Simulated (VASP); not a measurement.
# H2C18O in VASP: a series of runs, part 3 of 3

VASP 6.6.1. The steps go on from the part before.

## 7. Single point, PBE+D3(BJ)

File INCAR:

```
PREC = Accurate ; ENCUT = 520
EDIFF = 1E-6 ; ISMEAR = -1
SIGMA = 0.05 ; LREAL = Auto
LASPH = True ; NELM = 100
ALGO = Normal ; ISIF = 2
LWAVE = False ; LCHARG = False
GGA = PE ; IVDW = 12
NBANDS = 56
```

File KPOINTS:

```
regular mesh
0
Gamma
  2 2 1
```

File POSCAR:

```
H2C18O
1.0
    7.3980000000      0.0000000000      0.0000000000
   -3.6990000000      6.4068560000      0.0000000000
    0.0000000000      0.0000000000     13.0000000000
C O H
18 1 2
Direct
   -0.0076472585      0.0004935338      0.0584033846
    0.2157815398      0.1122346124      0.0583573846
   -0.0065637180      0.3344289305      0.0583433077
    0.2147357293      0.4450683768      0.0582493846
   -0.0070859907      0.6666787891      0.0583279231
    0.2151195566      0.7777749336      0.0581621538
    0.3268788442      0.0013059448      0.0582085385
    0.5481739551      0.1118453419      0.0582813077
    0.3264691273      0.3334835370      0.0583683077
    0.5484524225      0.4444571565      0.0583947692
    0.3258401264      0.6670549486      0.0580508462
    0.5492013823      0.7788572117      0.0581950000
    0.6597819664      0.0000938058      0.0582824615
    0.8817619591      0.1111200252      0.0584127692
    0.6590354845      0.3338163055      0.0583931538
    0.8823989270      0.4454161292      0.0583718462
    0.6600591010      0.6677621598      0.0583644615
    0.8813334054      0.7784691899      0.0583945385
    0.3015367301      0.7733270422      0.3134183077
    0.2590049108      0.8568519411      0.3530280769
    0.2547201014      0.7769119518      0.2439921538
```

Potentials or basis: VASP PAW PBE potentials, release 64 (C, O, H).

Launch:

```bash
$ cat potpaw_PBE.64/C/POTCAR potpaw_PBE.64/O/POTCAR potpaw_PBE.64/H/POTCAR > POTCAR
$ mpirun -np 1 vasp_std > vasp.out
```

OUTCAR:

```text
PREC = Accurate
   ENCUT = 520
   EDIFF = 1E-6
   ISMEAR = -1
   LREAL = Auto
   LASPH = True
   NELM = 100
   ISIF = 2
   GGA = PE
   IVDW = 12
 IVDW          = 12

 ion  position               nearest neighbor table
   1  0.992  0.000  0.058-  14 1.42  18 1.42   2 1.43
   2  0.216  0.112  0.058-   9 1.42   7 1.42   1 1.43
   3  0.993  0.334  0.058-   4 1.42  16 1.42  14 1.43
   4  0.215  0.445  0.058-   3 1.42  11 1.42   9 1.43
   5  0.993  0.667  0.058-  16 1.42   6 1.42  18 1.43
   6  0.215  0.778  0.058-  11 1.42   5 1.42   7 1.43
[... 10 lines left out ...]
  17  0.660  0.668  0.058-  18 1.42  12 1.42  10 1.43
  18  0.881  0.778  0.058-  17 1.42   1 1.42   5 1.43
  19  0.302  0.773  0.313-  20 0.97  21 0.97
  20  0.259  0.857  0.353-  19 0.97
  21  0.255  0.777  0.244-  19 0.97

  LATTYP: Found a hexagonal cell.
 ALAT       =     7.3980000000
 C/A-ratio  =     1.7572316842

  Lattice vectors:

 A1 = (   7.3980000000,   0.0000000000,   0.0000000000)
 A2 = (  -3.6990000000,   6.4068560000,   0.0000000000)
 A3 = (   0.0000000000,   0.0000000000,  13.0000000000)

Analysis of symmetry for initial positions (statically):
=====================================================================
 Subroutine PRICEL returns:
 Original cell was already a primitive cell.

 Routine SETGRP: Setting up the symmetry group for a
 hexagonal supercell.

 Subroutine GETGRP returns: Found  1 space group operations
 (whereof  1 operations were pure point group operations)
 out of a pool of 24 trial point group operations.

The static configuration has the point symmetry C_1 .

Analysis of symmetry for dynamics (positions and initial velocities):
=====================================================================
 Subroutine PRICEL returns:
 Original cell was already a primitive cell.

 Routine SETGRP: Setting up the symmetry group for a
 hexagonal supercell.

 Subroutine GETGRP returns: Found  1 space group operations
 (whereof  1 operations were pure point group operations)
 out of a pool of 24 trial point group operations.

The dynamic configuration has the point symmetry C_1 .

 Subroutine INISYM returns: Found  1 space group operations
 (whereof  1 operations are pure point group operations),
 and found     1 'primitive' translations

----------------------------------------------------------------------------------------

                                     Primitive cell

  volume of cell :     616.1730

  direct lattice vectors                    reciprocal lattice vectors
     7.398000000  0.000000000  0.000000000     0.135171668  0.078041398  0.000000000
    -3.699000000  6.406856000  0.000000000     0.000000000  0.156082796  0.000000000
     0.000000000  0.000000000 13.000000000     0.000000000  0.000000000  0.076923077

  length of vectors
     7.398000000  7.398000054 13.000000000     0.156082797  0.156082796  0.076923077

  position of ions in fractional coordinates (direct lattice)
     0.992352741  0.000493534  0.058403385
     0.215781540  0.112234612  0.058357385
     0.993436282  0.334428931  0.058343308
[... 63 lines left out ...]

 Subroutine IBZKPT returns following result:
 ===========================================

 Found      4 irreducible k-points:

 Following reciprocal coordinates:
            Coordinates               Weight
  0.000000  0.000000  0.000000      1.000000
  0.500000  0.000000  0.000000      1.000000
  0.000000  0.500000  0.000000      1.000000
  0.500000  0.500000  0.000000      1.000000
   k-points           NKPTS =      4   k-points in BZ     NKDIM =      4   number of bands    NBANDS=     56
   number of dos      NEDOS =    301   number of ions     NIONS =     21
   total plane-waves  NPLWV = 307328
   dimension x,y,z NGX =    56 NGY =   56 NGZ =   98
   dimension x,y,z NGXF=   112 NGYF=  112 NGZF=  196
   ions per type =              18   1   2
   NGX,Y,Z   is equivalent  to a cutoff of  12.58, 12.58, 12.53 a.u.
   NGXF,Y,Z  is equivalent  to a cutoff of  25.17, 25.17, 25.06 a.u.
 SYSTEM =  unknown system
   PREC   = accura    normal or accurate (medium, high low for compatibility)
   ISTART =      0    job   : 0-new  1-cont  2-samecut
   ICHARG =      2    charge: 1-file 2-atom 10-const
   ISPIN  =      1    spin polarized calculation?
   LNONCOLLINEAR =      F non collinear calculations
   LSORBIT =      F    spin-orbit coupling
   LASPH  =      T    aspherical Exc in radial PAW
   ENCUT  =  520.0 eV  38.22 Ry    6.18 a.u.  13.76 13.76 24.17*2*pi/ulx,y,z
   NELM   =    100;   NELMIN=  2; NELMDL= -5     # of ELM steps
   EDIFF  = 0.1E-05   stopping-criterion for ELM
   LREAL  =      T    real-space projection
   EDIFFG = 0.1E-04   stopping-criterion for IOM
   NSW    =      0    number of steps for IOM
   IBRION =     -1    ionic relax: 0-MD 1-quasi-New 2-CG
   NFREE  =      0    steps in history (QN), initial steepest desc. (CG)
   ISIF   =      2    stress and relaxation
   ISYM   =      2    0-nonsym 1-usesym 2-fastsym
   POTIM  = 0.5000    time-step for ionic-motion
   TEBEG  =    0.0;   TEEND  =   0.0 temperature during run
   PSTRESS=    0.0 pullay stress
   NELECT =      80.0000    total number of electrons
   NUPDOWN=      -1.0000    fix difference up-down
   EMIN   =  10.00;   EMAX   =-10.00  energy-range for DOS
   EFERMI =   0.00;   METHOD = LEGACY
   ISMEAR =    -1;   SIGMA  =   0.05  broadening in eV -4-tet -1-fermi 0-gaus
   EFERMI_NEDOS =   21; number of points for ismear=-14 and -15
   IALGO  =     38    algorithm
   IMIX   =      4    mixing-type and parameters
     AMIX     =   0.40;   BMIX     =  1.00
     AMIX_MAG =   1.60;   BMIX_MAG =  1.00
  volume/ion in A,a.u.               =      29.34       198.01
  Fermi-wavevector in a.u.,A,eV,Ry     =   0.828967  1.566521  9.349739  0.687186
  Thomas-Fermi vector in A             =   1.941434
   LORBIT       =      0    0 simple, 1 ext, 2 COOP (PROOUT), +10 PAW based schemes
   GGA     = PE    functional components
   LHFCALC =     F    Hartree Fock is set to
   AEXX    =    0.0000 exact exchange contribution
   IVDW    =    12    specifies the selected vdW correction
   LEPSILON=     F    determine dielectric tensor
   LRPA    =     F    only Hartree local field effects (RPA)
 non-spin polarized calculation
  energy-cutoff  :      520.00
  volume of cell :      616.17
 maximum number of plane-waves:     16651
 NGX is ok and might be reduce to    56
   NGX = 27   NGY = 27   NGZ = 49

 number of electron      80.0000003 magnetization

 Free energy of the ion-electron system (eV)
  ---------------------------------------------------
  ext. energy  EPLUGINS =         0.00000000
  ---------------------------------------------------
  free energy    TOTEN  =      -179.89014955 eV

  energy without entropy =     -179.83207972  energy(sigma->0) =     -179.86111464

 E-fermi :  -1.9700     XC(G=0):  -3.7747

 val. band max:       -2.0125699458   @ k =   0.0000   0.0000   0.0000
 cond. band min:      -1.9267821251   @ k =   0.0000   0.0000   0.0000
 fundamental gap:      0.0857878207
 Fermi energy:        -1.9700165201

 k-point     1 :       0.0000    0.0000    0.0000
  band No.  band energies     occupation
      1     -22.6734      2.00000
      2     -21.4897      2.00000
      3     -18.9525      2.00000
      4     -18.9360      2.00000
      5     -18.9058      2.00000
      6     -18.8945      2.00000
[... 209 lines left out ...]
     51       3.8196      0.00000
     52       3.9552      0.00000
 [bands above 52 left out]

------------------------ aborting loop because EDIFF is reached ----------------------------------------

 Edisp (eV)   -1.71354

 E8    (eV) :    -0.5245

  FORCE on cell =-STRESS in cart. coord.  units (eV):
  Direction    XX          YY          ZZ          XY          YZ          ZX
  --------------------------------------------------------------------------------------
  -------------------------------------------------------------------------------------
  Total       1.04816     1.00587    -0.04795     0.02968     0.04986    -0.00870
  in kB       2.72542     2.61548    -0.12467     0.07716     0.12964    -0.02261
  external pressure =        1.74 kB  Pullay stress =        0.00 kB

 VOLUME and BASIS-vectors are now :
 -----------------------------------------------------------------------------
  energy-cutoff  :      520.00
  volume of cell :      616.17
      direct lattice vectors                 reciprocal lattice vectors
     7.398000000  0.000000000  0.000000000     0.135171668  0.078041398  0.000000000
    -3.699000000  6.406856000  0.000000000     0.000000000  0.156082796  0.000000000
     0.000000000  0.000000000 13.000000000     0.000000000  0.000000000  0.076923077

 POSITION                                       TOTAL-FORCE (eV/Angst)
 -----------------------------------------------------------------------------------
      7.33960      0.00316      0.75924        -0.005540      0.003572      0.000690
      1.18120      0.71907      0.75865        -0.000522     -0.000374     -0.001910
      6.11239      2.14264      0.75846         0.001971      0.000098      0.001212
     -0.05769      2.85149      0.75724         0.000625     -0.009448     -0.004536
      4.87953      4.27132      0.75826        -0.010258     -0.007045     -0.001285
     -1.28553      4.98309      0.75611         0.001964     -0.005827      0.000463
[... 13 lines left out ...]
     -1.25338      5.48973      4.58936        -0.050977      0.055902      0.094463
     -0.98938      4.97756      3.17190        -0.008263     -0.022407     -0.113711
 -----------------------------------------------------------------------------------
    total drift:                                0.010618     -0.007516     -0.043729

  FREE ENERGIE OF THE ION-ELECTRON SYSTEM (eV)
  ---------------------------------------------------
  free  energy   TOTEN  =      -181.6036887068 eV

  energy  without entropy=     -181.5456188764  energy(sigma->0) =     -181.57465379
```

Wall time 10 min (1 thread of Oxide Virtual Turin-like, shared host); peak memory 0.6 GiB.

Results:

- Free energy: -181.6037 eV
- Largest force: 0.121 eV/Å
- Band gap on the k mesh: 0.09 eV
- Dispersion energy per atom: -0.082 eV

Forces in eV/Å, atoms in the order of the input:
```
C   -0.006  0.004  0.001
C   -0.001  0.000 -0.002
C    0.002  0.000  0.001
C    0.001 -0.009 -0.005
C   -0.010 -0.007 -0.001
C    0.002 -0.006  0.000
C    0.001  0.004 -0.004
C    0.003 -0.007  0.003
C   -0.006  0.000  0.002
C    0.004  0.004  0.000
C   -0.006  0.000  0.001
C    0.004  0.004  0.002
C   -0.004  0.001 -0.004
C    0.002 -0.004  0.002
C   -0.005  0.008 -0.002
C    0.002  0.012  0.000
C    0.012  0.007  0.000
C    0.002 -0.010  0.000
O    0.061 -0.034  0.025
H   -0.051  0.056  0.094
H   -0.008 -0.022 -0.114
```

Caveat: the k points lie up to 0.49 Å⁻¹ apart; there is no dipole correction, which matters where the two faces differ.

## 8. Summary

| cell | gap on the mesh (eV) | largest force (eV/Å) |
| --- | --- | --- |
| as given, atomic positions A | 0.13 | 0.11 |
| as given, atomic positions B | 0.10 | 0.12 |
| as given, atomic positions C | 0.07 | 0.11 |
| as given, atomic positions D | 0.01 | 0.12 |
| as given, atomic positions E | 0.11 | 0.12 |
| as given, atomic positions F | 0.09 | 0.12 |

Alike in all rows: task single point; level PBE+D3(BJ); potentials or basis VASP PAW PBE potentials, release 64 (C, O, H); no spin polarisation; k mesh 2 × 2 × 1; cutoff (eV) 520; smearing fermi-dirac 0.05 eV.

Caveats: all runs use coarse meshes; there is no dipole correction, which matters where the two faces differ; the smearing spreads over this small gap (at least some runs).

Absolute energies hang on the potentials; compare differences alone.
